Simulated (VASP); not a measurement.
# Si2Ni (MoSi2 type): relaxation of shape and atoms at fixed volume with PBE

The system is Si2Ni (MoSi2 type).

```
Ni Si
1.0
    -1.58710    1.58710    3.37024
     1.58710   -1.58710    3.37024
     1.58710    1.58710   -3.37024
Ni Si
1 2
Direct
  0.00000 0.00000 0.00000
  0.33212 0.33212 0.00000
  0.66788 0.66788 0.00000
```

```json
{
 "Program": "VASP 6.6.1",
 "Task": "relaxation of shape and atoms at fixed volume",
 "Functional": "PBE",
 "Potentials or basis": "VASP PAW PBE potentials, release 64 (Ni, Si)",
 "Cutoff": "600 eV",
 "k mesh": "14 × 14 × 14",
 "Occupations": "fermi-dirac, width 0.05 eV",
 "Spin": "no spin polarisation",
 "Dipole correction": "no",
 "Further INCAR settings": "ALGO = Normal; EDIFF = 1e-06; IBRION = 2; EDIFFG = -0.005; NSW = 50; ISIF = 4"
}
```

| Quantity | Value |
| --- | --- |
| Energy gained by relaxing | 3.2 meV/atom |
| Ionic steps | 6 |
| Pressure after relaxing | 23.2 GPa |
| Band gap on the k mesh | zero (bands 9 and 10 overlap by 2.40 eV) |

Step by step:
| step | energy change (eV) | largest force (eV/Å) | pressure (GPa) | volume (Å³) |
| --- | --- | --- | --- | --- |
| 1 | 0.0000 | 0.0021 | 23.60 | 33.96 |
| 2 | -0.0089 | 0.0379 | 23.05 | 33.96 |
| 3 | -0.0095 | 0.0526 | 22.83 | 33.96 |
| 4 | -0.0095 | 0.0515 | 22.86 | 33.96 |
| 5 | -0.0096 | 0.0218 | 22.88 | 33.96 |
| 6 | -0.0096 | 0.0011 | 23.18 | 33.96 |

Final structure:
```
Ni Si
1.0
    -1.57352    1.57352    3.42863
     1.57352   -1.57352    3.42863
     1.57352    1.57352   -3.42863
Ni Si
1 2
Direct
  0.00000 0.00000 0.00000
  0.33242 0.33242 0.00000
  0.66758 0.66758 0.00000
```

Levels at points of the mesh, in eV from the Fermi level:
```
           k point  band 5  band 6  band 7  band 8  band 9  band 10  band 11  band 12  band 13
(0.00, 0.00, 0.00)   -3.68   -2.77   -2.68   -0.30    1.64     1.64     2.12     2.12     2.39
(0.50, 0.00, 0.00)   -3.90   -3.87   -3.19   -2.14   -0.04     2.23     3.19     4.16     6.62
(0.50, 0.50, 0.00)   -5.66   -3.75   -3.38   -2.13   -1.85    -0.75    -0.47     4.11     4.59
(0.50, 0.50, 0.50)   -3.10   -3.10   -2.70   -2.18   -2.18     2.29     3.11     8.82     9.04
```

Run time: 2.9 min on 1 thread of AMD EPYC 9R45 96-Core Processor (Zen 5), with other jobs on the host, peak memory 0.26 GiB.

Spin polarisation is off, so any magnetic state and its effect on volume and gap are missing.
